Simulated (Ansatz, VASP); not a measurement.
## One calculation of Pd, two programs

```xyz
4
Lattice="2.7626 0.0000 0.0000 -1.3813 2.3925 0.0000 0.0000 0.0000 9.1184" Properties=species:S:1:pos:R:3 pbc="T T T"
Pd    0.0000    0.0000    0.0000
Pd    0.0000    1.5950    2.2796
Pd    0.0000    0.0000    4.5592
Pd    1.3813    0.7975    6.8388
```

Alike in both runs: task single point; functional PBEsol; k mesh 14 × 14 × 4; no spin polarisation.

|  | VASP | Ansatz |
| --- | --- | --- |
| version | VASP 6.6.1 | Ansatz 0.2.0 |
| potentials or method | VASP PAW PBE potentials, release 64 (Pd), cutoff 520 eV | plane waves, PAW |
| occupations | methfessel-paxton of order 1, width 0.1 eV | cold |
| valence electrons in the cell | 40 | 72 |

```tsv
	VASP	Ansatz	Ansatz less VASP
pressure (GPa)	-6.5	-6.2	+0.28
traceless stress, the component that is largest in VASP (GPa)	-0.29	-0.21	+0.076
```

VASP's potentials were made for PBE, not for PBEsol. VASP's potentials hold 40 valence electrons a cell and Ansatz's 72, so a difference there can come from the potentials and not from the codes.
